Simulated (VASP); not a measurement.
# PH12C6SN3 (R3m) in VASP: single point with r2SCAN+D3(BJ)

Aim: the single point of PH12C6SN3 with r2SCAN+D3(BJ).

Program: VASP 6.6.1. These are calculated values, not measurements. Logs are shortened: lines on timing, memory, paths and dates and some standing lists are left out, and cuts for length are marked.

### 1 The cell of the first run

Symmetry: R3m, No. 160, trigonal system. The conventional cell has a = 9.212 Å, b = 9.212 Å, c = 8.195 Å, α = 90.00°, β = 90.00°, γ = 120.00°. H (site symmetry 1) has 1 C at 1.09 Å within 1.5 Å. Within 1.5 Å of H (site symmetry m) lie 1 C at 1.09 Å. Within 1.5 Å of H (site symmetry m) lie 1 C at 1.09 Å. Within 2.5 Å of P (site symmetry 3m) lie 3 C at 1.83 Å and 1 S at 1.95 Å and 6 H at 2.42 Å. C (site symmetry m) has 2 H at 1.09 Å and 1 N at 1.47 Å within 1.5 Å. Within 1.5 Å of C (site symmetry m) lie 2 H at 1.09 Å and 2 N at 1.47 Å. S (site symmetry 3m) has 1 P at 1.95 Å within 2.6 Å. N (site symmetry m) has 3 C at 1.47 Å within 2.0 Å.

### 2 Single point, r2SCAN+D3(BJ)

Input file POSCAR:

```
PH12C6SN3
1.0
    4.6058484675      2.6591878525      2.7315739506
   -4.6058484675      2.6591878525      2.7315739506
    0.0000000000     -5.3183757052      2.7315739505
H P C S N
12 1 6 1 3
Direct
    0.1695513473      0.9771145220      0.6630729366
    0.6630729366      0.1695513473      0.9771145220
    0.9771145220      0.6630729366      0.1695513473
    0.9771145220      0.1695513473      0.6630729366
    0.1695513473      0.6630729366      0.9771145220
    0.6630729366      0.9771145220      0.1695513473
    1.0152266124      0.5628897241      0.5628897241
    0.5628897241      1.0152266124      0.5628897241
    0.5628897241      0.5628897241      1.0152266124
    0.7101536238      0.4480288897      0.4480288897
    0.4480288897      0.7101536238      0.4480288897
    0.4480288897      0.4480288897      0.7101536238
    0.0044983219      0.0044983219      0.0044983219
    1.0015786475      1.0015786475      0.6967531536
    0.6967531536      1.0015786475      1.0015786475
    1.0015786475      0.6967531536      1.0015786475
    0.8414291998      0.5823959285      0.5823959285
    0.5823959285      0.8414291998      0.5823959285
    0.5823959285      0.5823959285      0.8414291998
    0.2429954907      0.2429954907      0.2429954907
    0.8113694085      0.8113694085      0.5441407896
    0.5441407896      0.8113694085      0.8113694085
    0.8113694085      0.5441407896      0.8113694085
```

Input file INCAR.step1:

```
ALGO = Normal
EDIFF = 1E-4
ENCUT = 520
GGA = PE
ISMEAR = 0
LASPH = T
LCHARG = F
LREAL = Auto
LWAVE = T
NBANDS = 48
NELM = 100
PREC = Accurate
SIGMA = 0.02
```

Input file INCAR.step2:

```
ALGO = Normal
EDIFF = 1E-6
ENCUT = 520
ISIF = 2
ISMEAR = 0
ISTART = 1
IVDW = 12
LASPH = T
LCHARG = F
LMIXTAU = T
LREAL = Auto
LWAVE = F
METAGGA = R2SCAN
NBANDS = 48
NELM = 100
PREC = Accurate
SIGMA = 0.02
VDW_A1 = 0.49484001
VDW_A2 = 5.73083694
VDW_S6 = 1.0
VDW_S8 = 0.78981345
```

Input file KPOINTS:

```
k-points
0
Gamma
  6 6 6
```

Potentials or basis: VASP PAW PBE potentials, release 64 (H, P, C, S, N).

The run is started by

```bash
$ cat potpaw_PBE.64/H/POTCAR potpaw_PBE.64/P/POTCAR potpaw_PBE.64/C/POTCAR potpaw_PBE.64/S/POTCAR potpaw_PBE.64/N/POTCAR > POTCAR
$ cp INCAR.step1 INCAR
$ mpirun -np 1 vasp_std > vasp.out
$ cp INCAR.step2 INCAR
$ mpirun -np 1 vasp_std > vasp.out
```

OUTCAR:

```text
EDIFF = 1E-6
   ENCUT = 520
   ISIF = 2
   ISMEAR = 0
   ISTART = 1
   IVDW = 12
   LASPH = T
   LREAL = Auto
   METAGGA = R2SCAN
   NELM = 100
   PREC = Accurate
 IVDW          = 12

 ion  position               nearest neighbor table
   1  0.170  0.977  0.663-  14 1.09
   2  0.663  0.170  0.977-  15 1.09
   3  0.977  0.663  0.170-  16 1.09
   4  0.977  0.170  0.663-  14 1.09
   5  0.170  0.663  0.977-  16 1.09
   6  0.663  0.977  0.170-  15 1.09
   7  0.015  0.563  0.563-  17 1.09
   8  0.563  0.015  0.563-  18 1.09
   9  0.563  0.563  0.015-  19 1.09
  10  0.710  0.448  0.448-  17 1.09
  11  0.448  0.710  0.448-  18 1.09
  12  0.448  0.448  0.710-  19 1.09
  13  0.004  0.004  0.004-  15 1.83  16 1.83  14 1.83  20 1.95
  14  0.002  0.002  0.697-   1 1.09   4 1.09  21 1.47  13 1.83
  15  0.697  0.002  0.002-   2 1.09   6 1.09  22 1.47  13 1.83
  16  0.002  0.697  0.002-   5 1.09   3 1.09  23 1.47  13 1.83
  17  0.841  0.582  0.582-   7 1.09  10 1.09  21 1.47  23 1.47
  18  0.582  0.841  0.582-   8 1.09  11 1.09  21 1.47  22 1.47
  19  0.582  0.582  0.841-   9 1.09  12 1.09  22 1.47  23 1.47
  20  0.243  0.243  0.243-  13 1.95
  21  0.811  0.811  0.544-  17 1.47  18 1.47  14 1.47
  22  0.544  0.811  0.811-  19 1.47  18 1.47  15 1.47
  23  0.811  0.544  0.811-  19 1.47  17 1.47  16 1.47

  LATTYP: Found a trigonal (rhomboedric) cell.
 ALAT       =     5.9788474130
 COS(alpha) =    -0.1869005936

  Lattice vectors:

 A1 = (   4.6058484675,   2.6591878525,   2.7315739506)
 A2 = (  -4.6058484675,   2.6591878525,   2.7315739506)
 A3 = (   0.0000000000,  -5.3183757052,   2.7315739505)

Analysis of symmetry for initial positions (statically):
=====================================================================
 Subroutine PRICEL returns:
 Original cell was already a primitive cell.

 Routine SETGRP: Setting up the symmetry group for a
 trigonal (rhombohedral) supercell.

 Subroutine GETGRP returns: Found  6 space group operations
 (whereof  6 operations were pure point group operations)
 out of a pool of 12 trial point group operations.

The static configuration has the point symmetry C_3v.

Analysis of symmetry for dynamics (positions and initial velocities):
=====================================================================
 Subroutine PRICEL returns:
 Original cell was already a primitive cell.

[... 153 lines left out ...]
   IBRION =     -1    ionic relax: 0-MD 1-quasi-New 2-CG
   NFREE  =      0    steps in history (QN), initial steepest desc. (CG)
   ISIF   =      2    stress and relaxation
   ISYM   =      2    0-nonsym 1-usesym 2-fastsym
   POTIM  = 0.5000    time-step for ionic-motion
   TEBEG  =    0.0;   TEEND  =   0.0 temperature during run
   PSTRESS=    0.0 pullay stress
   NELECT =      62.0000    total number of electrons
   NUPDOWN=      -1.0000    fix difference up-down
   EMIN   =  10.00;   EMAX   =-10.00  energy-range for DOS
   EFERMI =   0.00;   METHOD = LEGACY
   ISMEAR =     0;   SIGMA  =   0.02  broadening in eV -4-tet -1-fermi 0-gaus
   EFERMI_NEDOS =   21; number of points for ismear=-14 and -15
   IALGO  =     38    algorithm
   IMIX   =      4    mixing-type and parameters
     AMIX     =   0.40;   BMIX     =  1.00
     AMIX_MAG =   1.60;   BMIX_MAG =  1.00
  volume/ion in A,a.u.               =       8.73        58.90
  Fermi-wavevector in a.u.,A,eV,Ry     =   1.106618  2.091205 16.661744  1.224604
  Thomas-Fermi vector in A             =   2.243121
   LORBIT       =      0    0 simple, 1 ext, 2 COOP (PROOUT), +10 PAW based schemes
   METAGGA = R2SCAN    functional components
   LHFCALC =     F    Hartree Fock is set to
   AEXX    =    0.0000 exact exchange contribution
   IVDW    =    12    specifies the selected vdW correction
   LEPSILON=     F    determine dielectric tensor
   LRPA    =     F    only Hartree local field effects (RPA)
 non-spin polarized calculation
 Gauss-broadening in eV      SIGMA  =   0.02
  energy-cutoff  :      520.00
  volume of cell :      200.73
 maximum number of plane-waves:      5438
 NGX is ok and might be reduce to    48
   NGX = 23   NGY = 23   NGZ = 23

 number of electron      61.9999992 magnetization

 Free energy of the ion-electron system (eV)
  ---------------------------------------------------
  ext. energy  EPLUGINS =         0.00000000
  ---------------------------------------------------
  free energy    TOTEN  =      -147.48922804 eV

  energy without entropy =     -147.48922804  energy(sigma->0) =     -147.48922804

 E-fermi :   1.4017     XC(G=0):  -9.1309

 val. band max:        1.2690611229   @ k =   0.5000   0.5000   0.5000
 cond. band min:       5.8867646344   @ k =   0.5000   0.5000  -0.0000
 fundamental gap:      4.6177035116
 Fermi energy:         1.4017473642

 k-point     1 :       0.0000    0.0000    0.0000
  band No.  band energies     occupation
      1     -20.2724      2.00000
      2     -17.6742      2.00000
      3     -17.6742      2.00000
      4     -14.6048      2.00000
      5     -12.4137      2.00000
      6     -12.4137      2.00000
[... 1093 lines left out ...]
     42       9.2326      0.00000
     43       9.5797      0.00000

 [... further k-points ...]

 [bands above 43 left out]

------------------------ aborting loop because EDIFF is reached ----------------------------------------

 Edisp (eV)   -0.94945

 E8    (eV) :    -0.1826

  FORCE on cell =-STRESS in cart. coord.  units (eV):
  Direction    XX          YY          ZZ          XY          YZ          ZX
  --------------------------------------------------------------------------------------
  -------------------------------------------------------------------------------------
  Total       0.21748     0.21748     0.04319     0.00000     0.00000     0.00000
  in kB       1.73581     1.73581     0.34472     0.00000     0.00000     0.00000
  external pressure =        1.27 kB  Pullay stress =        0.00 kB

 VOLUME and BASIS-vectors are now :
 -----------------------------------------------------------------------------
  energy-cutoff  :      520.00
  volume of cell :      200.73
      direct lattice vectors                 reciprocal lattice vectors
     4.605848468  2.659187853  2.731573951     0.108557631  0.062675778  0.122029767
    -4.605848468  2.659187853  2.731573951    -0.108557631  0.062675778  0.122029767
     0.000000000 -5.318375705  2.731573951     0.000000000 -0.125351555  0.122029767

 POSITION                                       TOTAL-FORCE (eV/Angst)
 -----------------------------------------------------------------------------------
     -3.71951     -0.47727      4.94344         0.049722      0.032920      0.017790
      2.27309     -2.98256      4.94344        -0.053370      0.026601      0.017790
      1.44643      3.45983      4.94344         0.003648     -0.059521      0.017790
      3.71951     -0.47727      4.94344        -0.049722      0.032920      0.017790
     -2.27309     -2.98256      4.94344         0.053370      0.026601      0.017790
     -1.44643      3.45983      4.94344        -0.003648     -0.059521      0.017790
[... 15 lines left out ...]
     -1.23081     -0.71061      5.91899        -0.044593     -0.025746     -0.018209
      1.23081     -0.71061      5.91899         0.044593     -0.025746     -0.018209
 -----------------------------------------------------------------------------------
    total drift:                                0.000000      0.000000      0.019459

  FREE ENERGIE OF THE ION-ELECTRON SYSTEM (eV)
  ---------------------------------------------------
  free  energy   TOTEN  =      -148.4386790360 eV

  energy  without entropy=     -148.4386790360  energy(sigma->0) =     -148.43867904
```

Run time: 10 min. Hardware: 1 thread of Intel Xeon 6975P-C (Granite Rapids), shared host; peak memory 0.47 GiB.

What came out:

```yaml
Free_energy: -148.4387 eV
Pressure: 0.1 GPa
Largest_force: 0.144 eV/Å
Band_gap_on_the_k_mesh: 4.62 eV (least direct gap 4.85 eV)
Dispersion_energy_per_atom: -0.041 eV
```

Forces in eV/Å, atoms in the order of the input:
```
H    0.050  0.033  0.018
H   -0.053  0.027  0.018
H    0.004 -0.060  0.018
H   -0.050  0.033  0.018
H    0.053  0.027  0.018
H   -0.004 -0.060  0.018
H    0.050  0.029  0.016
H   -0.050  0.029  0.016
H    0.000 -0.058  0.016
H    0.004  0.002 -0.063
H   -0.004  0.002 -0.063
H    0.000 -0.005 -0.063
P    0.000  0.000  0.054
C    0.000 -0.101  0.075
C    0.088  0.051  0.075
C   -0.088  0.051  0.075
C    0.032  0.018 -0.015
C   -0.032  0.018 -0.015
C    0.000 -0.037 -0.015
S    0.000  0.000 -0.144
N    0.000  0.051 -0.018
N   -0.045 -0.026 -0.018
N    0.045 -0.026 -0.018
```

Stress tensor (GPa, compression positive):
```
0.17 0.00 0.00
0.00 0.17 0.00
0.00 0.00 0.03
```

Levels at points of the mesh, in eV from the valence-band top:
| k point | band 29 | band 30 | band 31 | band 32 | band 33 | band 34 |
| --- | --- | --- | --- | --- | --- | --- |
| (0.00, 0.00, 0.00) | -1.52 | -0.24 | -0.24 | 4.84 | 5.25 | 5.30 |
| (0.50, 0.00, 0.00) | -1.38 | -0.36 | -0.25 | 4.90 | 5.35 | 5.41 |
| (0.50, 0.50, 0.00) | -1.37 | -0.24 | -0.23 | 4.62 | 5.06 | 5.25 |
| (0.50, 0.50, 0.50) | -1.58 | 0.00 | 0.00 | 4.88 | 5.41 | 5.71 |

Caveat: the PAW data sets were made with another functional, which shifts forces and pressure a little.
